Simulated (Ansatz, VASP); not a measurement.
# Two plane-wave programs on Pt

```xyz
2
Lattice="2.7307 0.0000 0.0000 -1.3653 2.3648 0.0000 0.0000 0.0000 4.7162" Properties=species:S:1:pos:R:3 pbc="T T T"
Pt    1.3653    0.7883    3.5372
Pt    0.0000    1.5766    1.1791
```

Change from the starting cell: mode 1 frozen in at +0.000 Å, equal normal strain along x, y and z +0.0083.

Alike in both runs: task single point; functional LDA; k mesh 18 × 18 × 10; occupations gaussian, width 0.15 eV; no spin polarisation.

|  | VASP | Ansatz |
| --- | --- | --- |
| version | VASP 6.6.1 | Ansatz 0.2.0 |
| potentials or method | VASP PAW LDA potentials, release 64 (Pt), cutoff 520 eV | scalar-relativistic, plane waves, PAW |
| valence electrons in the cell | 20 | 36 |

|  | VASP | Ansatz | Ansatz less VASP |
| --- | --- | --- | --- |
| gap on the k mesh at the Fermi level (eV) | none | none | - |
| pressure (GPa) | -6.2 | -6.9 | -0.76 |
| traceless stress, the component that is largest in VASP (GPa) | -0.02 | 0.29 | +0.316 |

LDA's correlation is that of Perdew and Zunger in VASP and of Perdew and Wang (1992) in Ansatz. A gap of «none» marks a metal or a gap that the smearing closes. VASP's potentials hold 20 valence electrons a cell and Ansatz's 36, so a difference there can come from the potentials and not from the codes.

Neither program's run includes spin-orbit coupling.
